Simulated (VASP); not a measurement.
# ZnS (P1) in VASP: further runs

Runs on ZnS. Level: PBE. Tasks: single point.

Everything below comes from runs of VASP 6.6.1. Logs are shortened: lines on timing, memory, paths and dates and some standing lists are left out, and cuts for length are marked.

## Step 1: The cell of the first run

The typed cell holds 6 atoms: a = 3.825 Å, b = 3.825 Å, c = 9.493 Å, α = 85.38°, β = 80.73°, γ = 60.00°.

## Step 2: Single point, PBE (the part above a cut slid along it)

Input file INCAR:

```
SYSTEM = ZnS
ALGO = Normal ; EDIFF = 1E-7
ENCUT = 520 ; GGA = PE
ISIF = 2 ; ISMEAR = 0
LASPH = .True. ; LCHARG = .False.
LREAL = .False. ; LWAVE = .False.
NBANDS = 36 ; NELM = 60
PREC = Accurate ; SIGMA = 0.05
```

Input file KPOINTS:

```
k-points
0
Gamma
  8 8 3
  0 0 0
```

Input file POSCAR:

```
ZnS
1.0
    2.7046500000     -2.7046500000      0.0000000000
    2.7046500000      0.0000000000     -2.7046500000
    6.4911600000      4.3274400000      5.4093000000
Zn S
3 3
Direct
    0.6166533333      0.6666666667      0.1250333333
   -0.3166800000      0.0000000000      0.7917000000
    0.1499866667      0.3333333333      0.4583666667
    0.3166533333      0.6666666667      0.8750333333
    0.7833200000      1.0000000000      0.5417000000
    0.2499866667      0.3333333333      0.2083666667
```

Potentials or basis: VASP PAW PBE potentials, release 64 (Zn, S).

Run with:

```bash
$ cat potpaw_PBE.64/Zn/POTCAR potpaw_PBE.64/S/POTCAR > POTCAR
$ mpirun -np 1 vasp_std > vasp.out
```

OUTCAR:

```text
SYSTEM = ZnS
   EDIFF = 1E-7
   ENCUT = 520
   GGA = PE
   ISIF = 2
   ISMEAR = 0
   LASPH = .True.
   LREAL = .False.
   NELM = 60
   PREC = Accurate

 ion  position               nearest neighbor table
   1  0.617  0.667  0.125-   6 2.34   6 2.34   6 2.34   4 2.80
   2  0.683  0.000  0.792-   4 2.34   4 2.34   5 2.34   4 2.34
   3  0.150  0.333  0.458-   5 2.34   5 2.34   5 2.34   6 2.34
   4  0.317  0.667  0.875-   2 2.34   2 2.34   2 2.34   1 2.80
   5  0.783  0.000  0.542-   3 2.34   3 2.34   3 2.34   2 2.34
   6  0.250  0.333  0.208-   1 2.34   3 2.34   1 2.34   1 2.34

  LATTYP: Found a base centered monoclinic cell.
 ALAT       =     3.8249527115
 B/A-ratio  =     1.7320508076
 C/A-ratio  =     2.4819347292
 COS(beta)  =    -0.1611645928

  Lattice vectors:

 A1 = (   0.0000000000,   2.7046500000,  -2.7046500000)
 A2 = (  -2.7046500000,   0.0000000000,   2.7046500000)
 A3 = (   6.4911600000,   4.3274400000,   5.4093000000)

Analysis of symmetry for initial positions (statically):
=====================================================================
 Subroutine PRICEL returns:
 Original cell was already a primitive cell.

 Routine SETGRP: Setting up the symmetry group for a
 base centered monoclinic supercell.

 Subroutine GETGRP returns: Found  1 space group operations
 (whereof  1 operations were pure point group operations)
 out of a pool of  4 trial point group operations.

The static configuration has the point symmetry C_1 .

Analysis of symmetry for dynamics (positions and initial velocities):
=====================================================================
 Subroutine PRICEL returns:
 Original cell was already a primitive cell.

 Routine SETGRP: Setting up the symmetry group for a
 base centered monoclinic supercell.

 Subroutine GETGRP returns: Found  1 space group operations
 (whereof  1 operations were pure point group operations)
 out of a pool of  4 trial point group operations.

The dynamic configuration has the point symmetry C_1 .

 Subroutine INISYM returns: Found  1 space group operations
 (whereof  1 operations are pure point group operations),
 and found     1 'primitive' translations

[... 100 lines left out ...]
   ENCUT  =  520.0 eV  38.22 Ry    6.18 a.u.   7.11  7.11 17.65*2*pi/ulx,y,z
   NELM   =     60;   NELMIN=  2; NELMDL= -5     # of ELM steps
   EDIFF  = 0.1E-06   stopping-criterion for ELM
   LREAL  =      F    real-space projection
   EDIFFG = 0.1E-05   stopping-criterion for IOM
   NSW    =      0    number of steps for IOM
   IBRION =     -1    ionic relax: 0-MD 1-quasi-New 2-CG
   NFREE  =      0    steps in history (QN), initial steepest desc. (CG)
   ISIF   =      2    stress and relaxation
   ISYM   =      2    0-nonsym 1-usesym 2-fastsym
   POTIM  = 0.5000    time-step for ionic-motion
   TEBEG  =    0.0;   TEEND  =   0.0 temperature during run
   PSTRESS=    0.0 pullay stress
   NELECT =      54.0000    total number of electrons
   NUPDOWN=      -1.0000    fix difference up-down
   EMIN   =  10.00;   EMAX   =-10.00  energy-range for DOS
   EFERMI =   0.00;   METHOD = LEGACY
   ISMEAR =     0;   SIGMA  =   0.05  broadening in eV -4-tet -1-fermi 0-gaus
   EFERMI_NEDOS =   21; number of points for ismear=-14 and -15
   IALGO  =     38    algorithm
   IMIX   =      4    mixing-type and parameters
     AMIX     =   0.40;   BMIX     =  1.00
     AMIX_MAG =   1.60;   BMIX_MAG =  1.00
  volume/ion in A,a.u.               =      19.78       133.51
  Fermi-wavevector in a.u.,A,eV,Ry     =   1.259055  2.379268 21.568210  1.585219
  Thomas-Fermi vector in A             =   2.392634
   LORBIT       =      0    0 simple, 1 ext, 2 COOP (PROOUT), +10 PAW based schemes
   GGA     = PE    functional components
   LHFCALC =     F    Hartree Fock is set to
   AEXX    =    0.0000 exact exchange contribution
   IVDW    =     0    specifies the selected vdW correction
   LEPSILON=     F    determine dielectric tensor
   LRPA    =     F    only Hartree local field effects (RPA)
 non-spin polarized calculation
 Gauss-broadening in eV      SIGMA  =   0.05
  energy-cutoff  :      520.00
  volume of cell :      118.71
 maximum number of plane-waves:      3219
   NGX = 15   NGY = 15   NGZ = 35

 number of electron      53.9999980 magnetization

 Free energy of the ion-electron system (eV)
  ---------------------------------------------------
  ext. energy  EPLUGINS =         0.00000000
  ---------------------------------------------------
  free energy    TOTEN  =       -19.91707105 eV

  energy without entropy =      -19.91707105  energy(sigma->0) =      -19.91707105

 E-fermi :   2.6290     XC(G=0):  -9.6618

 val. band max:        2.3544059735   @ k =   0.0000   0.0000   0.0000
 cond. band min:       3.7815648150   @ k =   0.0000   0.0000   0.0000
 fundamental gap:      1.4271588415
 Fermi energy:         2.6289706449

 k-point     1 :       0.0000    0.0000    0.0000
  band No.  band energies     occupation
      1     -11.0826      2.00000
      2     -10.4358      2.00000
      3     -10.0255      2.00000
      4      -4.5178      2.00000
      5      -4.5048      2.00000
      6      -4.4094      2.00000
[... 925 lines left out ...]
     35       9.9089      0.00000
     36      10.8296      0.00000

 [... further k-points ...]

------------------------ aborting loop because EDIFF is reached ----------------------------------------

  FORCE on cell =-STRESS in cart. coord.  units (eV):
  Direction    XX          YY          ZZ          XY          YZ          ZX
  --------------------------------------------------------------------------------------
  -------------------------------------------------------------------------------------
  Total       -1.0457694      0.8786963      1.9419785      0.5094600      1.1557307     -0.3207609
  in kB      -14.1143875     11.8594598     26.2102123      6.8760055     15.5984977     -4.3291986
  external PRESSURE =       7.9850948 kB  Pullay stress =       0.0000000 kB

 VOLUME and BASIS-vectors are now :
 -----------------------------------------------------------------------------
  energy-cutoff  :      520.00
  volume of cell :      118.71
      direct lattice vectors                 reciprocal lattice vectors
     2.704650000 -2.704650000  0.000000000     0.098595629 -0.271137978  0.098595629
     2.704650000  0.000000000 -2.704650000     0.123244536  0.123244536 -0.246489071
     6.491160000  4.327440000  5.409300000     0.061622268  0.061622268  0.061622268

 POSITION                                       TOTAL-FORCE (eV/Angst)
 -----------------------------------------------------------------------------------
      4.28254     -1.12676     -1.12676        -0.266606      0.135643     -0.134501
      6.98719      1.57789      4.28254        -0.009543      0.084345     -0.134873
      4.28254      1.57789      1.57789         0.083849      0.124076      0.154446
      8.33952      2.93022      2.93022         0.555863     -0.140195      0.121117
      5.63487      0.22557      2.93022        -0.113229     -0.148953     -0.109661
      2.93022      0.22557      0.22557        -0.250334     -0.054917      0.103473
 -----------------------------------------------------------------------------------
    total drift:                               -0.001552      0.001689     -0.000545

  FREE ENERGIE OF THE ION-ELECTRON SYSTEM (eV)
  ---------------------------------------------------
  free  energy   TOTEN  =       -19.9170710483 eV

  energy  without entropy=      -19.9170710483  energy(sigma->0) =      -19.91707105
```

OSZICAR:

```text
N       E                     dE             d eps       ncg     rms          rms(c)
DAV:   1     0.411189549231E+03    0.41119E+03   -0.25167E+04  7056   0.181E+03
DAV:   2     0.289969086517E+02   -0.38219E+03   -0.36789E+03  7088   0.400E+02
DAV:   3    -0.195380171274E+02   -0.48535E+02   -0.47835E+02  8000   0.136E+02
DAV:   4    -0.213302176633E+02   -0.17922E+01   -0.17859E+01  8476   0.262E+01
DAV:   5    -0.213576818322E+02   -0.27464E-01   -0.27449E-01  8480   0.327E+00    0.118E+01
DAV:   6    -0.199189747020E+02    0.14387E+01   -0.28026E+00 10444   0.410E+01    0.919E+00
DAV:   7    -0.199429737624E+02   -0.23999E-01   -0.27152E+00  7964   0.812E+00    0.375E+00
DAV:   8    -0.199159612730E+02    0.27012E-01   -0.20623E-01  9212   0.503E+00    0.107E+00
DAV:   9    -0.199160409104E+02   -0.79637E-04   -0.38358E-02  9320   0.360E+00    0.306E-01
DAV:  10    -0.199167247088E+02   -0.68380E-03   -0.79011E-03  8368   0.136E+00    0.176E-01
DAV:  11    -0.199169440028E+02   -0.21929E-03   -0.88071E-04  8328   0.454E-01    0.832E-02
DAV:  12    -0.199170654750E+02   -0.12147E-03   -0.30507E-04  7872   0.168E-01    0.375E-02
DAV:  13    -0.199170644283E+02    0.10467E-05   -0.48664E-05  9428   0.802E-02    0.210E-02
DAV:  14    -0.199170703175E+02   -0.58892E-05   -0.13380E-05  8096   0.518E-02    0.549E-03
DAV:  15    -0.199170710442E+02   -0.72669E-06   -0.32032E-06  8136   0.135E-02    0.343E-03
DAV:  16    -0.199170710483E+02   -0.41109E-08   -0.15147E-07  6336   0.402E-03
   1 F= -.19917071E+02 E0= -.19917071E+02  d E =-.117827E-16
```

stdout:

```text
POSCAR found type information on POSCAR ZnS
 POSCAR found :  2 types and       6 ions
 scaLAPACK will be used
 LDA part: xc-table for (Slater+PW92), standard interpolation
 POSCAR, INCAR and KPOINTS ok, starting setup
 FFT: planning ... GRIDC
 FFT: planning ... GRID_SOFT
 FFT: planning ... GRID
 WAVECAR not read
 entering main loop
```

Run time: 4.2 min. Hardware: 1 thread of Intel Xeon Platinum 8488C (Sapphire Rapids), shared host; peak memory 0.44 GiB.

Results:

| Item | Value |
| --- | --- |
| Free energy | -19.9171 eV |
| Pressure | 0.8 GPa |
| Largest force | 0.586 eV/Å |
| Band gap on the k mesh | 1.43 eV |

Forces in eV/Å, atoms in the order of the input:
```
Zn  -0.267  0.136 -0.135
Zn  -0.010  0.084 -0.135
Zn   0.084  0.124  0.154
S    0.556 -0.140  0.121
S   -0.113 -0.149 -0.110
S   -0.250 -0.055  0.103
```

Caveat: the cell differs from its parent crystal (the part above a cut slid along it).

## Step 3: Single point, PBE (the part above a cut slid along it)

Input file INCAR:

```
SYSTEM = ZnS
ALGO = Normal ; EDIFF = 1E-6
ENCUT = 520 ; GGA = PE
ISIF = 2 ; ISMEAR = 0
LASPH = .TRUE. ; LCHARG = .TRUE.
LELF = .TRUE. ; LREAL = .FALSE.
LVHAR = .TRUE. ; LWAVE = .FALSE.
NBANDS = 36 ; NELM = 100
PREC = Accurate ; SIGMA = 0.05
```

Input file KPOINTS:

```
k-points
0
G
  8 8 3
  0 0 0
```

Input file POSCAR:

```
ZnS
1.0
    2.7046500000     -2.7046500000      0.0000000000
    2.7046500000      0.0000000000     -2.7046500000
    5.6797650000      5.1388350000      5.4093000000
Zn S
3 3
Direct
    0.6541633333      0.6666666667      0.1250333333
   -0.0791700000      0.0000000000      0.7917000000
    0.2874966667      0.3333333333      0.4583666667
    0.5791633333      0.6666666667      0.8750333333
    0.9458300000      1.0000000000      0.5417000000
    0.3124966667      0.3333333333      0.2083666667
```

Potentials or basis: VASP PAW PBE potentials, release 64 (Zn, S).

Run with:

```bash
$ cat potpaw_PBE.64/Zn/POTCAR potpaw_PBE.64/S/POTCAR > POTCAR
$ mpirun -np 1 vasp_std > vasp.out
```

Run time: 3.9 min. Hardware: 1 thread of Intel Xeon Platinum 8488C (Sapphire Rapids), shared host; peak memory 0.45 GiB.

The run converged. Its results:

```
Free energy            : -20.4997 eV
Pressure               : 1.4 GPa
Largest force          : 0.285 eV/Å
Band gap on the k mesh : 1.99 eV
```

Forces in eV/Å, atoms in the order of the input:
```
Zn  -0.119  0.018 -0.054
Zn  -0.029  0.040 -0.015
Zn  -0.006  0.023  0.011
S    0.248 -0.125  0.061
S    0.003 -0.025 -0.009
S   -0.097  0.069  0.006
```

Stress tensor (GPa, compression positive):
```
 0.63 -0.04 -0.67
-0.04  2.02  0.58
-0.67  0.58  1.54
```

Levels at points of the mesh, in eV from the valence-band top:
| k point | band 25 | band 26 | band 27 | band 28 | band 29 | band 30 |
| --- | --- | --- | --- | --- | --- | --- |
| (0.00, 0.00, 0.00) | -0.17 | -0.09 | 0.00 | 1.99 | 3.33 | 3.36 |
| (0.50, 0.00, 0.00) | -1.77 | -1.32 | -1.31 | 3.18 | 3.85 | 4.23 |
| (0.50, 0.50, 0.00) | -1.87 | -1.33 | -1.31 | 3.37 | 4.06 | 4.11 |
| (0.00, 0.50, 0.00) | -1.90 | -1.31 | -1.30 | 3.32 | 4.00 | 4.09 |

Caveat: the cell differs from its parent crystal (the part above a cut slid along it).
